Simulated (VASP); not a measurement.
Set up this calculation in VASP 6.6.1, as the native input.

* Task: single point
* Functional: PBEsol
* Potentials or basis: VASP PAW PBE potentials, release 64 (Ta_pv, N)
* Cutoff: 520 eV
* k mesh: 18 × 18 × 8
* Occupations: gaussian, width 0.15 eV
* Spin: no spin polarisation
* Dipole correction: no
* Further INCAR settings: ALGO = Fast; EDIFF = 1e-06; NBANDS = 27

The structure of Ta3N lies in POSCAR:

```
Ta3N
1.0
    3.0005045844      0.0000000000      0.0000000000
   -1.5002522922      2.5985131942      0.0000000000
    0.0000000000      0.0000000000      7.4499251172
Ta N
3 1
Direct
    0.0000000000      0.0000000000      0.5000000000
    0.3333333333      0.6666666667      0.1725859884
    0.6666666667      0.3333333333      0.8274140116
   -0.1288458423     -0.0577253178      0.0000000000
```

This cell differs from its parent crystal: atom 4 (N) moved by (-0.300, -0.150) A along x and y.

One way to write it, as run:

INCAR

```
  PREC = Accurate
  ENCUT = 520
  EDIFF = 1E-6
  ISMEAR = 0
  SIGMA = 0.15
  LREAL = F
  LASPH = T
  NELM = 100
  ALGO = Fast
  ISIF = 2
  LWAVE = F
  LCHARG = F
  GGA = PS
  NBANDS = 27
```

KPOINTS

```
regular mesh
0
Gamma
  18 18 8
```

Potentials or basis: VASP PAW PBE potentials, release 64 (Ta_pv, N).

The run is started by

```console
$ cat potpaw_PBE.64/Ta_pv/POTCAR potpaw_PBE.64/N/POTCAR > POTCAR
$ mpirun -np 1 vasp_std > vasp.out
```

It gave:

The pressure is 7.8 GPa. The largest force is 4.752 eV/Å and the band gap on the k mesh is zero (bands 19 and 20 overlap by 1.07 eV).

Caveat: the cell differs from its parent crystal (atom 4 (N) moved by (-0.300, -0.150) A along x and y); the cell stands under pressure; the PAW data sets were made with another functional, which shifts forces and pressure a little; spin-orbit coupling is left out, which moves the levels of the heavy elements.

Wall time 43 min on 1 thread of Oxide Virtual Turin-like Processor, on a shared host, peak memory 1.5 GiB.
